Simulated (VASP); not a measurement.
Wanted: the native input for a VASP 6.6.1 run.

- Task: single point
- Functional: PBE
- Potentials or basis: VASP PAW PBE potentials, release 64 (La, Sb, Pd)
- Cutoff: 520 eV
- k mesh: 4 × 4 × 4
- Occupations: gaussian, width 0.1 eV
- Spin: no spin polarisation
- Dipole correction: no
- Further INCAR settings: ALGO = Normal; EDIFF = 1e-07; NBANDS = 30

The structure of LaSb4Pd lies in POSCAR:

```
LaSb4Pd
1.0
    4.7677008500      0.0000000000      0.0000000000
    0.0000000000      4.7677008500      0.0000000000
    0.0000000000      0.0000000000      6.8820593800
La Sb Pd
1 4 1
Direct
    0.0000000000      0.0000000000      0.5000000000
    0.5000000000      0.0000000000      0.2657380100
    0.5000000000      0.0000000000      0.7342619900
    0.0000000000      0.5000000000      0.7342619900
    0.0000000000      0.5000000000      0.2657380100
    0.5000000000      0.5000000000      0.0000000000
```

The cell was built from a structure type or drawn by symmetry, and may not be a known phase.

One way to write it, as run:

INCAR

```
PREC = Accurate
ENCUT = 520
EDIFF = 1E-7
ISMEAR = 0
SIGMA = 0.1
LREAL = False
LASPH = True
NELM = 100
ALGO = Normal
ISIF = 2
LWAVE = False
LCHARG = False
GGA = PE
NBANDS = 30
```

KPOINTS

```
Automatic mesh
0
Gamma
  4 4 4
```

Potentials or basis: VASP PAW PBE potentials, release 64 (La, Sb, Pd).

Run with:

```bash
$ cat potpaw_PBE.64/La/POTCAR potpaw_PBE.64/Sb/POTCAR potpaw_PBE.64/Pd/POTCAR > POTCAR
$ mpirun -np 1 vasp_std > vasp.out
```

Results of the run:

- Pressure: 13.6 GPa
- Largest force: 3.047 eV/Å
- Band gap on the k mesh: zero (an odd number of electrons rules out a gap without spin polarisation)

Caveat: the cell stands under pressure; spin-orbit coupling is left out, which moves the levels of the heavy elements; forces of over 1 eV/Å act on the atoms, so gaps and moduli don't describe the material at rest.

Run time: 2.5 min on 1 thread of Intel(R) Xeon(R) Platinum 8259CL CPU @ 2.50GHz (Skylake/Cascade Lake), on a shared host, peak memory 0.31 GiB.
